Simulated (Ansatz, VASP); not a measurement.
Two plane-wave programs on SiC

File INCAR:

```
PREC     = Accurate       # precision mode
ENCUT    = 520            # plane-wave cutoff, eV
EDIFF    = 1E-6           # SCF threshold, eV
ISMEAR   = 0              # smearing method
SIGMA    = 0.05           # smearing width, eV
LREAL    = False          # projectors in reciprocal space
LASPH    = True           # aspherical terms in the spheres
NELM     = 150            # most SCF steps
ALGO     = Normal         # electronic algorithm
ISIF     = 2              # what is computed and relaxed
LWAVE    = False          # write WAVECAR
LCHARG   = False          # write CHGCAR
LNONCOLLINEAR= True           # non-collinear magnetism
MAGMOM   = 0 0 0 0 0 0    # initial moments
LORBIT   = 11             # projections on sites
LSORBIT  = True           # spin-orbit coupling
GGA_COMPAT= False        
LORBMOM  = True         
GGA      = PE             # functional
NBANDS   = 20             # bands
```

The input KPOINTS:

```
Automatic mesh
0
Gamma
  16 16 16
```

File POSCAR:

```
SiC
1.0
    0.0000000000      2.1790000000      2.1790000000
    2.1790000000      0.0000000000      2.1790000000
    2.1790000000      2.1790000000      0.0000000000
Si C
1 1
Direct
    0.0000000000      0.0000000000      0.0000000000
    0.7500000000      0.7500000000      0.7500000000
```

Input for Ansatz:

```yaml
crystal:
  lattice:
    - [0.0, 2.179, 2.179]
    - [2.179, 0.0, 2.179]
    - [2.179, 2.179, 0.0]
  atoms:
    - { symbol: Si, position: [0.0, 0.0, 0.0] }
    - { symbol: C, position: [0.75, 0.75, 0.75] }
basis:
  ecutwfc: 420
kpoints:
  mp_grid: { grid: [16, 16, 16] }
hamiltonian:
  xc: pbe
scf:
  occupations: { method: gaussian, width: 0.05 }
output:
  forces: true
  eigenvalues: true
  eigenstates:
    nscf_kmesh: { grid: [28, 28, 28] }
    top_band: c12
    de_dk: true
    localisation: true
  stress: true
checkpoint:
  write: ck
  compress: false
  write_wavefunctions: false
  write_every: 100000
magnetization:
  noncollinear: true
  spin_orbit: true
```

Alike in both runs: task single point; functional PBE; k mesh 16 × 16 × 16; occupations gaussian, width 0.05 eV; non-collinear spin, spin-orbit coupling.

|  | VASP | Ansatz |
| --- | --- | --- |
| version | VASP 6.6.1 | Ansatz 0.2.0 |
| potentials or method | VASP PAW PBE potentials, release 64 (Si, C), cutoff 520 eV | plane waves, PAW |
| valence electrons in the cell | 8 | 8 |

```csv
,VASP,Ansatz,Ansatz less VASP
pressure (GPa),3.2,3.3,+0.05
net moment per atom (μB),0.00,0.00,0.000
```
